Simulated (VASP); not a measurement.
# BN (P6_3mc) in VASP: notebook

Runs on BN. Level: PBE. Tasks: single point.

All numbers are computed with VASP 6.6.1; they aren't measurements. Logs are shortened: lines on timing, memory, paths and dates and some standing lists are left out, and cuts for length are marked.

## (1) The cell of the first run

It takes space group P6_3mc (No. 186, hexagonal). Conventional cell: a = 2.569 Å, b = 2.569 Å, c = 4.250 Å, α = 90.00°, β = 90.00°, γ = 120.00°. B (site symmetry 3m) has 4 N at 1.58 to 1.59 Å within 2.1 Å. Within 2.1 Å of N (site symmetry 3m) lie 4 B at 1.58 to 1.59 Å.

## (2) Single point, PBE (strain +1.0%)

INCAR reads:

```
SYSTEM = BN
  ALGO = Normal
  EDIFF = 1E-7
  ENCUT = 520
  GGA = PE
  ISIF = 2
  ISMEAR = -1
  LASPH = .True.
  LCHARG = .False.
  LREAL = .False.
  LWAVE = .False.
  NBANDS = 16
  NELM = 60
  PREC = Accurate
  SIGMA = 0.02
```

KPOINTS reads:

```
k-points
0
Gamma
  12 12 6
  0 0 0
```

POSCAR reads:

```
BN
1.0
    2.5693894996      0.0000000000      0.0000000000
   -1.2846947498      2.2251565788      0.0000000000
    0.0000000000      0.0000000000      4.2498934949
B N
2 2
Direct
    0.3333333333      0.6666666667      0.0000783236
    0.6666666667      0.3333333333      0.5000783236
    0.3333333333      0.6666666667      0.3749216764
    0.6666666667      0.3333333333      0.8749216764
```

Potentials or basis: VASP PAW PBE potentials, release 64 (B, N).

The run is started by

```bash
$ cat potpaw_PBE.64/B/POTCAR potpaw_PBE.64/N/POTCAR > POTCAR
$ mpirun -np 1 vasp_std > vasp.out
```

OUTCAR:

```text
SYSTEM = BN
   EDIFF = 1E-7
   ENCUT = 520
   GGA = PE
   ISIF = 2
   ISMEAR = -1
   LASPH = .True.
   LREAL = .False.
   NELM = 60
   PREC = Accurate

 ion  position               nearest neighbor table
   1  0.333  0.667  0.000-   4 1.58   4 1.58   4 1.58   3 1.59
   2  0.667  0.333  0.500-   3 1.58   3 1.58   3 1.58   4 1.59
   3  0.333  0.667  0.375-   2 1.58   2 1.58   2 1.58   1 1.59
   4  0.667  0.333  0.875-   1 1.58   1 1.58   1 1.58   2 1.59

  LATTYP: Found a hexagonal cell.
 ALAT       =     2.5693894996
 C/A-ratio  =     1.6540479735

  Lattice vectors:

 A1 = (   2.5693894996,   0.0000000000,   0.0000000000)
 A2 = (  -1.2846947498,   2.2251565788,   0.0000000000)
 A3 = (   0.0000000000,   0.0000000000,   4.2498934949)

Analysis of symmetry for initial positions (statically):
=====================================================================
 Subroutine PRICEL returns:
 Original cell was already a primitive cell.

 Routine SETGRP: Setting up the symmetry group for a
 hexagonal supercell.

 Subroutine GETGRP returns: Found 12 space group operations
 (whereof  6 operations were pure point group operations)
 out of a pool of 24 trial point group operations.

The static configuration has the point symmetry C_3v.
 The point group associated with its full space group is C_6v.

Analysis of symmetry for dynamics (positions and initial velocities):
=====================================================================
 Subroutine PRICEL returns:
 Original cell was already a primitive cell.

 Routine SETGRP: Setting up the symmetry group for a
 hexagonal supercell.

 Subroutine GETGRP returns: Found 12 space group operations
 (whereof  6 operations were pure point group operations)
 out of a pool of 24 trial point group operations.

The dynamic configuration has the point symmetry C_3v.
 The point group associated with its full space group is C_6v.

 Subroutine INISYM returns: Found 12 space group operations
 (whereof  6 operations are pure point group operations),
 and found     1 'primitive' translations

----------------------------------------------------------------------------------------

                                     Primitive cell

  volume of cell :      24.2979

  direct lattice vectors                    reciprocal lattice vectors
     2.569389500  0.000000000  0.000000000     0.389197512  0.224703288  0.000000000
    -1.284694750  2.225156579  0.000000000     0.000000000  0.449406576  0.000000000
[... 87 lines left out ...]
   ENCUT  =  520.0 eV  38.22 Ry    6.18 a.u.   4.78  4.78  7.90*2*pi/ulx,y,z
   NELM   =     60;   NELMIN=  2; NELMDL= -5     # of ELM steps
   EDIFF  = 0.1E-06   stopping-criterion for ELM
   LREAL  =      F    real-space projection
   EDIFFG = 0.1E-05   stopping-criterion for IOM
   NSW    =      0    number of steps for IOM
   IBRION =     -1    ionic relax: 0-MD 1-quasi-New 2-CG
   NFREE  =      0    steps in history (QN), initial steepest desc. (CG)
   ISIF   =      2    stress and relaxation
   ISYM   =      2    0-nonsym 1-usesym 2-fastsym
   POTIM  = 0.5000    time-step for ionic-motion
   TEBEG  =    0.0;   TEEND  =   0.0 temperature during run
   PSTRESS=    0.0 pullay stress
   NELECT =      16.0000    total number of electrons
   NUPDOWN=      -1.0000    fix difference up-down
   EMIN   =  10.00;   EMAX   =-10.00  energy-range for DOS
   EFERMI =   0.00;   METHOD = LEGACY
   ISMEAR =    -1;   SIGMA  =   0.02  broadening in eV -4-tet -1-fermi 0-gaus
   EFERMI_NEDOS =   21; number of points for ismear=-14 and -15
   IALGO  =     38    algorithm
   IMIX   =      4    mixing-type and parameters
     AMIX     =   0.40;   BMIX     =  1.00
     AMIX_MAG =   1.60;   BMIX_MAG =  1.00
  volume/ion in A,a.u.               =       6.07        40.99
  Fermi-wavevector in a.u.,A,eV,Ry     =   1.424269  2.691478 27.599985  2.028542
  Thomas-Fermi vector in A             =   2.544778
   LORBIT       =      0    0 simple, 1 ext, 2 COOP (PROOUT), +10 PAW based schemes
   GGA     = PE    functional components
   LHFCALC =     F    Hartree Fock is set to
   AEXX    =    0.0000 exact exchange contribution
   IVDW    =     0    specifies the selected vdW correction
   LEPSILON=     F    determine dielectric tensor
   LRPA    =     F    only Hartree local field effects (RPA)
 non-spin polarized calculation
  energy-cutoff  :      520.00
  volume of cell :       24.30
 maximum number of plane-waves:       668
 NGX is ok and might be reduce to    20
   NGX =  9   NGY =  9   NGZ = 15

 number of electron      16.0000000 magnetization

 Free energy of the ion-electron system (eV)
  ---------------------------------------------------
  ext. energy  EPLUGINS =         0.00000000
  ---------------------------------------------------
  free energy    TOTEN  =       -34.82550218 eV

  energy without entropy =      -34.82550218  energy(sigma->0) =      -34.82550218

 E-fermi :   7.6595     XC(G=0): -12.6750

 val. band max:        7.2073568462   @ k =   0.0000   0.0000   0.0000
 cond. band min:      12.4579103623   @ k =   0.3333   0.3333   0.0000
 fundamental gap:      5.2505535162
 Fermi energy:         7.6595019808

 k-point     1 :       0.0000    0.0000    0.0000
  band No.  band energies     occupation
      1     -12.8732      2.00000
      2      -8.8489      2.00000
      3      -3.4399      2.00000
      4       5.1456      2.00000
      5       5.1456      2.00000
      6       6.9653      2.00000
[... 433 lines left out ...]
      3      -1.4030      2.00000
      4       0.0191      2.00000
      5       1.3460      2.00000
      6       3.0361      2.00000
[... 8 lines left out ...]
     15      22.8897      0.00000
     16      23.0952      0.00000

 [... further k-points ...]
[... 5 lines left out ...]
  --------------------------------------------------------------------------------------
  -------------------------------------------------------------------------------------
  Total       -0.9164897     -0.9164897     -0.9588974      0.0000000     -0.0000000      0.0000000
  in kB      -60.4323686    -60.4323686    -63.2286861      0.0000000     -0.0000000      0.0000000
  external PRESSURE =     -61.3644744 kB  Pullay stress =       0.0000000 kB

 VOLUME and BASIS-vectors are now :
 -----------------------------------------------------------------------------
  energy-cutoff  :      520.00
  volume of cell :       24.30
      direct lattice vectors                 reciprocal lattice vectors
     2.569389500  0.000000000  0.000000000     0.389197512  0.224703288  0.000000000
    -1.284694750  2.225156579  0.000000000     0.000000000  0.449406576  0.000000000
     0.000000000  0.000000000  4.249893495     0.000000000  0.000000000  0.235300014

 POSITION                                       TOTAL-FORCE (eV/Angst)
 -----------------------------------------------------------------------------------
     -0.00000      1.48344      0.00033        -0.000000      0.000000      0.009497
      1.28469      0.74172      2.12528         0.000000      0.000000      0.009497
     -0.00000      1.48344      1.59338        -0.000000     -0.000000     -0.009497
      1.28469      0.74172      3.71832         0.000000      0.000000     -0.009497
 -----------------------------------------------------------------------------------
    total drift:                               -0.000000     -0.000000     -0.000169

  FREE ENERGIE OF THE ION-ELECTRON SYSTEM (eV)
  ---------------------------------------------------
  free  energy   TOTEN  =       -34.8255021795 eV

  energy  without entropy=      -34.8255021795  energy(sigma->0) =      -34.82550218
```

stdout:

```text
POSCAR found type information on POSCAR B N
 POSCAR found :  2 types and       4 ions
 scaLAPACK will be used
 LDA part: xc-table for (Slater+PW92), standard interpolation
 POSCAR, INCAR and KPOINTS ok, starting setup
 FFT: planning ... GRIDC
 FFT: planning ... GRID_SOFT
 FFT: planning ... GRID
 WAVECAR not read
 entering main loop
```

Run time: 38 s. Hardware: 1 thread of AMD EPYC 7R13, shared host; peak memory 0.12 GiB.

What came out:

| Quantity | Value |
| --- | --- |
| Free energy | -34.8255 eV |
| Pressure | -6.1 GPa |
| Largest force | 0.009 eV/Å |
| Band gap on the k mesh | 5.25 eV (least direct gap 8.16 eV) |

Forces in eV/Å, atoms in the order of the input:
```
B    0.000  0.000  0.009
B    0.000  0.000  0.009
N    0.000  0.000 -0.009
N    0.000  0.000 -0.009
```

Stress tensor (GPa, compression positive):
```
-6.04  0.00  0.00
 0.00 -6.04  0.00
 0.00  0.00 -6.32
```

Levels at points of the mesh, in eV from the valence-band top:
| k point | band 6 | band 7 | band 8 | band 9 | band 10 | band 11 |
| --- | --- | --- | --- | --- | --- | --- |
| (0.00, 0.00, 0.00) | -0.24 | 0.00 | 0.00 | 8.27 | 8.27 | 8.44 |
| (0.50, 0.00, 0.00) | -4.84 | -4.26 | -2.06 | 6.62 | 7.89 | 10.48 |
| (0.00, 0.00, 0.50) | -1.14 | -1.14 | -1.14 | 9.24 | 9.24 | 9.79 |
| (0.50, 0.00, 0.50) | -3.66 | -3.47 | -3.47 | 6.50 | 6.50 | 9.85 |

Caveat: the cell differs from its parent crystal (strain +1.0%); the cell stands under tension.

## (3) Single point, PBE (strain +2.0%)

INCAR reads:

```
ALGO = Normal
EDIFF = 1E-7
ENCUT = 520
GGA = PE
ISIF = 2
ISMEAR = -1
LASPH = T
LCHARG = F
LREAL = F
LWAVE = F
NBANDS = 16
NELM = 60
PREC = Accurate
SIGMA = 0.02
```

KPOINTS reads:

```
k-points
0
Gamma
  12 12 6
```

POSCAR reads:

```
BN
1.0
    2.5948289996      0.0000000000      0.0000000000
   -1.2974144998      2.2471878321      0.0000000000
    0.0000000000      0.0000000000      4.2919716483
B N
2 2
Direct
    0.3333333333      0.6666666667     -0.0000513168
    0.6666666667      0.3333333333      0.4999486832
    0.3333333333      0.6666666667      0.3750513168
    0.6666666667      0.3333333333      0.8750513168
```

Potentials or basis: VASP PAW PBE potentials, release 64 (B, N).

The run is started by

```bash
$ cat potpaw_PBE.64/B/POTCAR potpaw_PBE.64/N/POTCAR > POTCAR
$ mpirun -np 1 vasp_std > vasp.out
```

It took 39 s on 1 thread of AMD EPYC 7R13, shared host; peak memory 0.12 GiB.

The run converged. Its results:

```
Free energy            : -34.7759 eV
Pressure               : -15.9 GPa
Largest force          : 0.009 eV/Å
Band gap on the k mesh : 5.31 eV (least direct gap 8.01 eV)
```

Forces on the atoms (eV/Å):
```
B    0.000  0.000  0.009
B    0.000  0.000  0.009
N    0.000  0.000 -0.009
N    0.000  0.000 -0.009
```

Stress tensor (GPa, compression positive):
```
-15.84   0.00   0.00
  0.00 -15.84   0.00
  0.00   0.00 -16.15
```

Levels at points of the mesh, in eV from the valence-band top:
```tsv
k point	band 4	band 5	band 6	band 7	band 8	band 9	band 10	band 11	band 12	band 13
(0.00, 0.00, 0.00)	-2.00	-2.00	-0.22	0.00	0.00	8.16	8.16	8.24	8.85	9.96
(0.50, 0.00, 0.00)	-7.47	-6.57	-4.70	-4.11	-2.00	6.52	7.81	10.34	10.91	12.32
(0.00, 0.00, 0.50)	-5.45	-1.10	-1.10	-1.10	-1.10	8.97	8.97	9.63	9.63	9.63
(0.50, 0.00, 0.50)	-9.55	-3.55	-3.55	-3.36	-3.36	6.39	6.39	9.65	9.65	13.74
```

Caveat: the cell differs from its parent crystal (strain +2.0%); the cell stands under tension.

## (4) Single point, PBE (strain +3.0%)

INCAR reads:

```
SYSTEM = BN
PREC = Accurate ; ENCUT = 520
EDIFF = 1E-7 ; ISMEAR = -1
SIGMA = 0.02 ; LREAL = .FALSE.
LASPH = .TRUE. ; NELM = 60
ALGO = Normal ; ISIF = 2
LWAVE = .FALSE. ; LCHARG = .FALSE.
GGA = PE ; NBANDS = 16
```

KPOINTS reads:

```
regular mesh
0
G
  12 12 6
  0 0 0
```

POSCAR reads:

```
BN
1.0
    2.6202684995      0.0000000000      0.0000000000
   -1.3101342498      2.2692190853      0.0000000000
    0.0000000000      0.0000000000      4.3340498018
B N
2 2
Direct
    0.3333333333      0.6666666667     -0.0001895886
    0.6666666667      0.3333333333      0.4998104114
    0.3333333333      0.6666666667      0.3751895886
    0.6666666667      0.3333333333      0.8751895886
```

The run is started by

```bash
$ cat potpaw_PBE.64/B/POTCAR potpaw_PBE.64/N/POTCAR > POTCAR
$ mpirun -np 1 vasp_std > vasp.out
```

Run time: 33 s. Hardware: 1 thread of AMD EPYC 7R13, shared host; peak memory 0.12 GiB.

The run converged. Its results:

- Free energy: -34.6826 eV
- Pressure: -24.6 GPa
- Largest force: 0.009 eV/Å
- Band gap on the k mesh: 5.36 eV (least direct gap 7.86 eV)

Forces in eV/Å, atoms in the order of the input:
```
B    0.000  0.000  0.009
B    0.000  0.000  0.009
N    0.000  0.000 -0.009
N    0.000  0.000 -0.009
```

Stress tensor (GPa, compression positive):
```
-24.50   0.00   0.00
  0.00 -24.50   0.00
  0.00   0.00 -24.76
```

Levels at points of the mesh, in eV from the valence-band top:
| k point | band 5 | band 6 | band 7 | band 8 | band 9 | band 10 | band 11 | band 12 |
| --- | --- | --- | --- | --- | --- | --- | --- | --- |
| (0.00, 0.00, 0.00) | -1.94 | -0.19 | 0.00 | 0.00 | 8.04 | 8.04 | 8.04 | 8.51 |
| (0.50, 0.00, 0.00) | -6.39 | -4.56 | -3.96 | -1.94 | 6.41 | 7.72 | 10.21 | 10.58 |
| (0.00, 0.00, 0.50) | -1.07 | -1.07 | -1.07 | -1.07 | 8.70 | 8.70 | 9.48 | 9.48 |
| (0.50, 0.00, 0.50) | -3.44 | -3.44 | -3.26 | -3.26 | 6.28 | 6.28 | 9.45 | 9.45 |

Caveat: the cell differs from its parent crystal (strain +3.0%); the cell stands under tension. A k mesh can miss the band edges.

## (5) Summary

```csv
cell,gap on the mesh (eV),pressure (GPa),largest force (eV/Å)
"a = 2.569, b = 2.569, c = 4.250 Å, angles 90.0, 90.0, 120.0°, 4 atoms",5.25,-6.1,0.01
"a = 2.595, b = 2.595, c = 4.292 Å, angles 90.0, 90.0, 120.0°, 4 atoms",5.31,-15.9,0.01
"a = 2.620, b = 2.620, c = 4.334 Å, angles 90.0, 90.0, 120.0°, 4 atoms",5.36,-24.6,0.01
```

Alike in all rows: task single point; level PBE; potentials or basis VASP PAW PBE potentials, release 64 (B, N); no spin polarisation; k mesh 12 × 12 × 6; cutoff (eV) 520; smearing fermi-dirac 0.02 eV.

Caveats: the cell stands under tension.

Total energies depend on the potentials used, so only differences within one code and one set of settings carry meaning.
